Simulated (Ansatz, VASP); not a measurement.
# CsSnI3: VASP beside Ansatz

The input POSCAR:

```
CsSnI3
1.0
    6.4911503330      0.0000000000      0.0000000000
    0.0000000000      6.4911503330      0.0000000000
    0.0000000000      0.0000000000      6.1807449835
Cs Sn I
1 1 3
Direct
    0.0000000000      0.0000000000      0.0000000000
    0.5000000000      0.5000000000      0.5000000000
    0.5000000000      0.5000000000      0.0000000000
    0.5000000000      0.0000000000      0.5000000000
    0.0000000000      0.5000000000      0.5000000000
```

The input INCAR.step1:

```
SYSTEM = CsSnI3
PREC     = Accurate       ! precision mode
ENCUT    = 520            ! plane-wave cutoff, eV
ISMEAR   = 0              ! smearing method
SIGMA    = 0.01           ! smearing width, eV
LREAL    = .FALSE.        ! projectors in reciprocal space
LASPH    = .TRUE.         ! aspherical terms in the spheres
NELM     = 100            ! most SCF steps
NBANDS   = 30             ! bands
GGA      = PE             ! functional
ALGO     = Normal         ! electronic algorithm
EDIFF    = 1E-4           ! SCF threshold, eV
LWAVE    = .TRUE.         ! write WAVECAR
LCHARG   = .FALSE.        ! write CHGCAR
```

INCAR.step2

```
SYSTEM = CsSnI3
PREC     = Accurate       ! precision mode
ENCUT    = 520            ! plane-wave cutoff, eV
EDIFF    = 1E-6           ! SCF threshold, eV
ISMEAR   = 0              ! smearing method
SIGMA    = 0.01           ! smearing width, eV
LREAL    = .FALSE.        ! projectors in reciprocal space
LASPH    = .TRUE.         ! aspherical terms in the spheres
NELM     = 100            ! most SCF steps
ALGO     = Normal         ! electronic algorithm
ISIF     = 2              ! what is computed and relaxed
LWAVE    = .FALSE.        ! write WAVECAR
LCHARG   = .TRUE.         ! write CHGCAR
METAGGA  = R2SCAN         ! meta-GGA
LMIXTAU  = .TRUE.       
LELF     = .TRUE.         ! ELF
LVHAR    = .TRUE.       
NBANDS   = 30             ! bands
ISTART   = 1
```

File KPOINTS:

```
Automatic mesh
0
G
  4 4 4
  0 0 0
```

Input for Ansatz:

```yaml
crystal:
  lattice:
    - [6.491150333, 0.0, 0.0]
    - [0.0, 6.491150333, 0.0]
    - [0.0, 0.0, 6.1807449835]
  atoms:
    - { symbol: Cs, position: [0.0, 0.0, 0.0] }
    - { symbol: Sn, position: [0.5, 0.5, 0.5] }
    - { symbol: I, position: [0.5, 0.5, 0.0] }
    - { symbol: I, position: [0.5, 0.0, 0.5] }
    - { symbol: I, position: [0.0, 0.5, 0.5] }
kpoints:
  mp_grid: { grid: [4, 4, 4] }
  band_path:
    path: [[0.0, 0.0, 0.0], [0.0, 0.5, 0.0], [0.5, 0.5, 0.0], [0.5, 0.5, 0.5]]
    npoints: 1
hamiltonian:
  xc: r2scan
scf:
  occupations: { method: fixed }
  n_extra_bands: 5
output:
  forces: true
  stress: true
  eigenvalues: true
  write_density: true
  write_potential: true
  elf: true
  volumetric_format: npy
```

Change from the starting cell: epitaxial_xy strain +4.0%.

Alike in both runs: task single point; functional r2SCAN; k mesh 4 × 4 × 4; no spin polarisation.

|  | VASP | Ansatz |
| --- | --- | --- |
| version | VASP 6.6.1 | Ansatz 0.2.0 |
| potentials or method | VASP PAW PBE potentials, release 64 (Cs_sv, Sn_d, I) | plane waves, PAW |
| plane-wave cutoff (eV) | 520 | 500 |
| occupations | gaussian, width 0.01 eV | fixed |
| valence electrons in the cell | 44 | 74 |

|  | VASP | Ansatz | Ansatz less VASP |
| --- | --- | --- | --- |
| gap on the k mesh at the Fermi level (eV) | 0.67 | 0.67 | +0.001 |
| pressure (GPa) | -0.9 | -0.9 | +0.01 |
| traceless stress, the component that is largest in VASP (GPa) | 0.95 | 0.95 | -0.003 |

VASP's potentials were made for PBE, not for r2SCAN. VASP's potentials hold 44 valence electrons a cell and Ansatz's 74, so a difference there can come from the potentials and not from the codes.

Neither program's run includes spin-orbit coupling.
